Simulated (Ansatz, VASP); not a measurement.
## One calculation of Ta18N17, two programs

```
Ta N
1.0
     7.76751    4.48457    0.00000
    -7.76751    4.48457    0.00000
     0.00000    0.00000    5.79176
Ta N
18 17
Cartesian
  0.0155 0.0209 -0.0008
  -2.5787 4.4962 -0.0010
  2.5758 4.4552 -0.0007
  -5.1709 2.9811 1.4485
  0.0276 2.9848 1.4356
  5.1638 2.9962 1.4484
  -2.5951 1.4939 1.4486
  2.5765 1.5131 1.4356
  0.0183 5.9672 1.4484
  0.0191 0.0270 2.8950
  -2.5754 4.5019 2.8948
  2.5348 4.3841 2.8953
  -5.1710 2.9813 4.3413
  0.0278 2.9851 4.3541
  5.1640 2.9963 4.3415
  -2.5950 1.4940 4.3413
  2.5766 1.5133 4.3542
  0.0182 5.9673 4.3415
  -5.7113 4.4705 -0.0010
  -0.5504 4.4736 -0.0009
  4.6142 4.4839 -0.0009
  -3.5966 2.7336 -0.0011
  1.5594 2.6946 -0.0009
  -1.0067 7.2197 -0.0009
  -1.0351 1.7707 -0.0009
  -3.6127 6.2413 -0.0011
  1.5815 6.2348 -0.0009
  -5.7068 4.4904 2.8949
  4.5726 4.5027 2.8951
  -3.5983 2.7306 2.8949
  -0.5263 4.4688 2.8949
  -1.0154 7.2042 2.8950
  -1.0200 1.7847 2.8949
  -3.6288 6.2600 2.8948
  1.6187 6.2082 2.8950
```

Alike in both runs: functional PBEsol; k mesh 1 × 1 × 1; occupations methfessel-paxton of order 1, width 0.1 eV; no spin polarisation.

Ansatz relaxed the structure, and its values are those at the end. VASP's run is a single point on that final structure, the one shown.

|  | VASP | Ansatz |
| --- | --- | --- |
| version | VASP 6.6.1 | Ansatz 0.2.0 |
| potentials or method | VASP PAW PBE potentials, release 64 (Ta_pv, N), cutoff 520 eV | plane-wave PAW DFT |
| valence electrons in the cell | 283 | 319 |

```tsv
	VASP	Ansatz	Ansatz less VASP
rms of the force components (eV/Å)	0.010	0.003	-0.0069
```

VASP's potentials were made for PBE, not for PBEsol, and Ansatz warns of the same on its side. VASP's potentials hold 283 valence electrons a cell and Ansatz's 319, so a difference there can come from the potentials and not from the codes.

Neither program's run includes spin-orbit coupling.
